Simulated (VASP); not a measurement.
# TiH5 in VASP: further runs

Runs on TiH5. Level: PBE. Tasks: single point, relaxation of cell and atoms.

All numbers are computed with VASP 6.6.1; they aren't measurements. Logs are shortened: lines on timing, memory, paths and dates and some standing lists are left out, and cuts for length are marked.

## Step 1: The cell of the first run

The typed cell holds 6 atoms: a = 3.757 Å, b = 3.757 Å, c = 5.007 Å, α = 90.00°, β = 90.00°, γ = 120.00°.

The cell was built from a structure type or drawn by symmetry, and may not be a known phase.

## Step 2: Single point, PBE

The input, INCAR:

```
  PREC = Accurate
  ENCUT = 500
  EDIFF = 1E-6
  ISMEAR = 0
  SIGMA = 0.2
  LREAL = False
  LASPH = True
  NELM = 120
  ALGO = Normal
  ISIF = 2
  LWAVE = False
  LCHARG = True
  GGA = PE
  LELF = True
  LVHAR = True
  NBANDS = 18
  GGA_COMPAT = False
```

The input, KPOINTS:

```
Automatic mesh
0
Gamma
  5 5 4
```

The input, POSCAR:

```
TiH5
1.0
    3.7570663432      0.0000000000      0.0000000000
   -1.8785331716      3.2537148969      0.0000000000
    0.0000000000      0.0000000000      5.0068105698
Ti H
1 5
Direct
    0.6666666700      0.3333333300      0.5000000000
    0.1671735011      0.8328264989      0.5000000000
    0.1671735011      0.3343469923      0.5000000000
    0.6656530077      0.8328264989      0.5000000000
    0.6666666700      0.3333333300      0.0821439219
    0.6666666700      0.3333333300      0.9178560781
```

Potentials or basis: VASP PAW PBE potentials, release 64 (Ti_sv, H).

The run is started by

```
> cat potpaw_PBE.64/Ti_sv/POTCAR potpaw_PBE.64/H/POTCAR > POTCAR
> mpirun -np 1 vasp_std > vasp.out
```

OUTCAR:

```text
PREC = Accurate
   ENCUT = 500
   EDIFF = 1E-6
   ISMEAR = 0
   LREAL = False
   LASPH = True
   NELM = 120
   ISIF = 2
   GGA = PE

 ion  position               nearest neighbor table
   1  0.667  0.333  0.500-   4 1.88   3 1.88   2 1.88   2 1.88   4 1.88   3 1.88
   2  0.167  0.833  0.500-   1 1.88   1 1.88
   3  0.167  0.334  0.500-   1 1.88   1 1.88
   4  0.666  0.833  0.500-   1 1.88   1 1.88
   5  0.667  0.333  0.082-   6 0.82
   6  0.667  0.333  0.918-   5 0.82

  LATTYP: Found a hexagonal cell.
 ALAT       =     3.7570663432
 C/A-ratio  =     1.3326383174

  Lattice vectors:

 A1 = (   3.7570663432,   0.0000000000,   0.0000000000)
 A2 = (  -1.8785331716,   3.2537148969,   0.0000000000)
 A3 = (   0.0000000000,   0.0000000000,   5.0068105698)

Analysis of symmetry for initial positions (statically):
=====================================================================
 Subroutine PRICEL returns:
 Original cell was already a primitive cell.

 Routine SETGRP: Setting up the symmetry group for a
 hexagonal supercell.

 Subroutine GETGRP returns: Found 12 space group operations
 (whereof 12 operations were pure point group operations)
 out of a pool of 24 trial point group operations.

The static configuration has the point symmetry D_3h.

Analysis of symmetry for dynamics (positions and initial velocities):
=====================================================================
 Subroutine PRICEL returns:
 Original cell was already a primitive cell.

 Routine SETGRP: Setting up the symmetry group for a
 hexagonal supercell.

 Subroutine GETGRP returns: Found 12 space group operations
 (whereof 12 operations were pure point group operations)
 out of a pool of 24 trial point group operations.

The dynamic configuration has the point symmetry D_3h.

 Subroutine INISYM returns: Found 12 space group operations
 (whereof 12 operations are pure point group operations),
 and found     1 'primitive' translations

----------------------------------------------------------------------------------------

                                     Primitive cell

[... 86 lines left out ...]
   ENCUT  =  500.0 eV  36.75 Ry    6.06 a.u.   6.85  6.85  9.13*2*pi/ulx,y,z
   NELM   =    120;   NELMIN=  2; NELMDL= -5     # of ELM steps
   EDIFF  = 0.1E-05   stopping-criterion for ELM
   LREAL  =      F    real-space projection
   EDIFFG = 0.1E-04   stopping-criterion for IOM
   NSW    =      0    number of steps for IOM
   IBRION =     -1    ionic relax: 0-MD 1-quasi-New 2-CG
   NFREE  =      0    steps in history (QN), initial steepest desc. (CG)
   ISIF   =      2    stress and relaxation
   ISYM   =      2    0-nonsym 1-usesym 2-fastsym
   POTIM  = 0.5000    time-step for ionic-motion
   TEBEG  =    0.0;   TEEND  =   0.0 temperature during run
   PSTRESS=    0.0 pullay stress
   NELECT =      17.0000    total number of electrons
   NUPDOWN=      -1.0000    fix difference up-down
   EMIN   =  10.00;   EMAX   =-10.00  energy-range for DOS
   EFERMI =   0.00;   METHOD = LEGACY
   ISMEAR =     0;   SIGMA  =   0.20  broadening in eV -4-tet -1-fermi 0-gaus
   EFERMI_NEDOS =   21; number of points for ismear=-14 and -15
   IALGO  =     38    algorithm
   IMIX   =      4    mixing-type and parameters
     AMIX     =   0.40;   BMIX     =  1.00
     AMIX_MAG =   1.60;   BMIX_MAG =  1.00
  volume/ion in A,a.u.               =      10.20        68.84
  Fermi-wavevector in a.u.,A,eV,Ry     =   1.068139  2.018491 15.523185  1.140922
  Thomas-Fermi vector in A             =   2.203778
   LORBIT       =      0    0 simple, 1 ext, 2 COOP (PROOUT), +10 PAW based schemes
   GGA     = PE    functional components
   LHFCALC =     F    Hartree Fock is set to
   AEXX    =    0.0000 exact exchange contribution
   IVDW    =     0    specifies the selected vdW correction
   LEPSILON=     F    determine dielectric tensor
   LRPA    =     F    only Hartree local field effects (RPA)
 non-spin polarized calculation
 Gauss-broadening in eV      SIGMA  =   0.20
  energy-cutoff  :      500.00
  volume of cell :       61.21
 maximum number of plane-waves:      1564
 NGX is ok and might be reduce to    28
   NGX = 13   NGY = 13   NGZ = 19

 number of electron      17.0000001 magnetization

 Free energy of the ion-electron system (eV)
  ---------------------------------------------------
  ext. energy  EPLUGINS =         0.00000000
  ---------------------------------------------------
  free energy    TOTEN  =       -21.95940126 eV

  energy without entropy =      -21.86668840  energy(sigma->0) =      -21.91304483

 E-fermi :   1.0905     XC(G=0):  -7.6874

 val. band max:        1.0801757138   @ k =   0.4000   0.0000   0.0000
 cond. band min:       1.0933923727   @ k =   0.2000   0.2000   0.2500
 fundamental gap:      0.0132166589
 Fermi energy:         1.0905184218

 k-point     1 :       0.0000    0.0000    0.0000
  band No.  band energies     occupation
      1     -56.1580      2.00000
      2     -32.6569      2.00000
      3     -32.2724      2.00000
      4     -32.2724      2.00000
      5      -7.6755      2.00000
      6      -5.9680      2.00000
[... 292 lines left out ...]
      5      -6.3238      2.00000
      6      -3.5229      2.00000
[... 10 lines left out ...]
     17      10.7610      0.00000
     18      12.6932      0.00000

------------------------ aborting loop because EDIFF is reached ----------------------------------------

  FORCE on cell =-STRESS in cart. coord.  units (eV):
  Direction    XX          YY          ZZ          XY          YZ          ZX
  --------------------------------------------------------------------------------------
  -------------------------------------------------------------------------------------
  Total       -0.1014390     -0.1014390     -0.1038948      0.0000000     -0.0000000      0.0000000
  in kB       -2.6553763     -2.6553763     -2.7196607      0.0000000     -0.0000000      0.0000000
  external PRESSURE =      -2.6768045 kB  Pullay stress =       0.0000000 kB

 VOLUME and BASIS-vectors are now :
 -----------------------------------------------------------------------------
  energy-cutoff  :      500.00
  volume of cell :       61.21
      direct lattice vectors                 reciprocal lattice vectors
     3.757066343  0.000000000  0.000000000     0.266165116  0.153670502  0.000000000
    -1.878533172  3.253714897  0.000000000     0.000000000  0.307341003  0.000000000
     0.000000000  0.000000000  5.006810570     0.000000000  0.000000000  0.199727948

 POSITION                                       TOTAL-FORCE (eV/Angst)
 -----------------------------------------------------------------------------------
      1.87853      1.08457      2.50341        -0.000000      0.000000      0.000000
     -0.93641      2.70978      2.50341        -0.011465      0.006619     -0.000000
      0.00000      1.08787      2.50341        -0.000000     -0.013238      0.000000
      0.93641      2.70978      2.50341         0.011465      0.006619     -0.000000
      1.87853      1.08457      0.41128        -0.000000      0.000000      0.085189
      1.87853      1.08457      4.59553        -0.000000      0.000000     -0.085189
 -----------------------------------------------------------------------------------
    total drift:                               -0.000040      0.000023      0.000000

  FREE ENERGIE OF THE ION-ELECTRON SYSTEM (eV)
  ---------------------------------------------------
  free  energy   TOTEN  =       -21.9594012640 eV

  energy  without entropy=      -21.8666884022  energy(sigma->0) =      -21.91304483
```

OSZICAR:

```text
N       E                     dE             d eps       ncg     rms          rms(c)
DAV:   1     0.129191755770E+03    0.12919E+03   -0.79654E+03   540   0.860E+02
DAV:   2    -0.116200761861E+02   -0.14081E+03   -0.13312E+03   550   0.269E+02
DAV:   3    -0.261866557700E+02   -0.14567E+02   -0.14342E+02   948   0.747E+01
DAV:   4    -0.266066295384E+02   -0.41997E+00   -0.41764E+00   654   0.126E+01
DAV:   5    -0.266187588716E+02   -0.12129E-01   -0.12127E-01   742   0.180E+00    0.135E+01
DAV:   6    -0.224615605755E+02    0.41572E+01   -0.11869E+01   698   0.330E+01    0.505E+00
DAV:   7    -0.220768222072E+02    0.38474E+00   -0.20998E+00   602   0.140E+01    0.294E+00
DAV:   8    -0.221218137912E+02   -0.44992E-01   -0.69704E-01   674   0.656E+00    0.296E+00
DAV:   9    -0.219593536553E+02    0.16246E+00   -0.19327E-01   594   0.426E+00    0.971E-01
DAV:  10    -0.219816154947E+02   -0.22262E-01   -0.73913E-02   646   0.227E+00    0.103E+00
DAV:  11    -0.219624080256E+02    0.19207E-01   -0.96432E-03   608   0.910E-01    0.438E-01
DAV:  12    -0.219595547444E+02    0.28533E-02   -0.27683E-03   640   0.424E-01    0.164E-01
DAV:  13    -0.219593821716E+02    0.17257E-03   -0.16382E-03   618   0.316E-01    0.310E-02
DAV:  14    -0.219594002444E+02   -0.18073E-04   -0.77320E-05   588   0.708E-02    0.154E-02
DAV:  15    -0.219594025306E+02   -0.22862E-05   -0.50219E-06   610   0.141E-02    0.795E-03
DAV:  16    -0.219594013128E+02    0.12178E-05   -0.10788E-06   534   0.742E-03    0.145E-03
DAV:  17    -0.219594012640E+02    0.48856E-07   -0.26489E-07   412   0.309E-03
   1 F= -.21959401E+02 E0= -.21913045E+02  d E =-.927129E-01
```

stdout:

```text
POSCAR found type information on POSCAR TiH
 POSCAR found :  2 types and       6 ions
 scaLAPACK will be used
 LDA part: xc-table for (Slater+PW92), standard interpolation
 POSCAR, INCAR and KPOINTS ok, starting setup
 FFT: planning ... GRIDC
 FFT: planning ... GRID_SOFT
 FFT: planning ... GRID
 WAVECAR not read
 entering main loop
```

It took 28 s on 1 thread of Intel Xeon 8259CL, shared host; peak memory 0.17 GiB.

Results:

```
Free energy            : -21.9594 eV
Pressure               : -0.3 GPa
Largest force          : 0.085 eV/Å
Band gap on the k mesh : zero (an odd number of electrons rules out a gap without spin polarisation)
```

Forces on the atoms (eV/Å):
```
Ti   0.000  0.000  0.000
H   -0.011  0.007  0.000
H    0.000 -0.013  0.000
H    0.011  0.007  0.000
H    0.000  0.000  0.085
H    0.000  0.000 -0.085
```

Levels at points of the mesh, in eV from the Fermi level:
| k point | band 6 | band 7 | band 8 | band 9 | band 10 | band 11 |
| --- | --- | --- | --- | --- | --- | --- |
| (0.00, 0.00, 0.00) | -7.06 | -2.16 | -2.16 | 0.92 | 1.22 | 1.22 |
| (0.00, 0.00, 0.50) | -7.86 | -2.15 | -2.15 | -0.80 | 1.15 | 1.15 |

Caveat: the k points lie up to 0.39 Å⁻¹ apart, too coarse for converged energies and pressures of a metal.

## Step 3: Relaxation of cell and atoms, PBE

This run uses another cell than the first one, of 9.16 Å³/atom.

The input, INCAR:

```
  PREC = Accurate
  ENCUT = 500
  EDIFF = 1E-7
  ISMEAR = 0
  SIGMA = 0.2
  LREAL = False
  LASPH = True
  NELM = 120
  ALGO = Normal
  ISIF = 3
  LWAVE = False
  LCHARG = False
  GGA = PE
  IBRION = 2
  NSW = 36
  EDIFFG = -0.08
  GGA_COMPAT = False
  NELMIN = 4
```

The input, KPOINTS:

```
Automatic mesh
0
Gamma
  5 5 3
```

The input, POSCAR:

```
TiH5
1.0
    3.6020950100      0.0000000000      0.0000000000
   -1.8010475000      3.1195057800      0.0000000000
    0.0000000000      0.0000000000      4.8896666500
Ti H
1 5
Direct
    0.0000000000      0.0000000000      0.5000000000
    0.6666666700      0.3333333300      0.7959949400
    0.0000000000      0.0000000000      0.0000000000
    0.6666666700      0.3333333300      0.2040050600
    0.3333333300      0.6666666700      0.2040050600
    0.3333333300      0.6666666700      0.7959949400
```

Potentials or basis: VASP PAW PBE potentials, release 64 (Ti_sv, H).

The run is started by

```
> cat potpaw_PBE.64/Ti_sv/POTCAR potpaw_PBE.64/H/POTCAR > POTCAR
> mpirun -np 1 vasp_std > vasp.out
```

Run time: 3 min. Hardware: 1 thread of Intel Xeon 8259CL, shared host; peak memory 0.18 GiB.

It converged, with:

```yaml
Free_energy: -24.6807 eV
Relaxed_volume: 5.10 Å³/atom
Relaxed_cell: a = 3.000 Å, b = 3.000 Å, c = 3.925 Å, α = 90.00°, β = 90.00°, γ = 120.00°
Space_group_after_relaxing_to_0.1_Å: P6/mmm (No. 191)
Pressure_after_relaxing: -0.7 GPa
Largest_force_after_relaxing: 0.034 eV/Å
Band_gap_on_the_k_mesh: zero (an odd number of electrons rules out a gap without spin polarisation)
```

Forces in eV/Å, atoms in the order of the input:
```
Ti   0.000  0.000  0.000
H    0.000  0.000 -0.034
H    0.000  0.000  0.000
H    0.000  0.000  0.034
H    0.000  0.000  0.034
H    0.000  0.000 -0.034
```

Stress tensor (GPa, compression positive):
```
-0.85  0.00  0.00
 0.00 -0.85  0.00
 0.00  0.00 -0.29
```

Final structure:
```
Ti H
1.0
     2.99977    0.00000    0.00000
    -1.49989    2.59788    0.00000
     0.00000    0.00000    3.92545
Ti H
1 5
Direct
  0.00000 0.00000 0.50000
  0.66667 0.33333 0.73421
  0.00000 0.00000 0.00000
  0.66667 0.33333 0.26579
  0.33333 0.66667 0.26579
  0.33333 0.66667 0.73421
```

Levels at points of the mesh, in eV from the Fermi level:
```csv
k point,band 7,band 8,band 9,band 10,band 11,band 12
"(0.00, 0.00, 0.00)",-4.24,-0.14,-0.14,1.77,1.77,1.96
```

Caveat: the k points lie up to 0.53 Å⁻¹ apart in the final cell, too coarse for converged energies and pressures of a metal; the volume moved by over 15 % at a fixed basis, so the end points are rough; the relaxation stopped at a loose force limit of 0.08 eV/Å, so its end isn't a converged minimum.
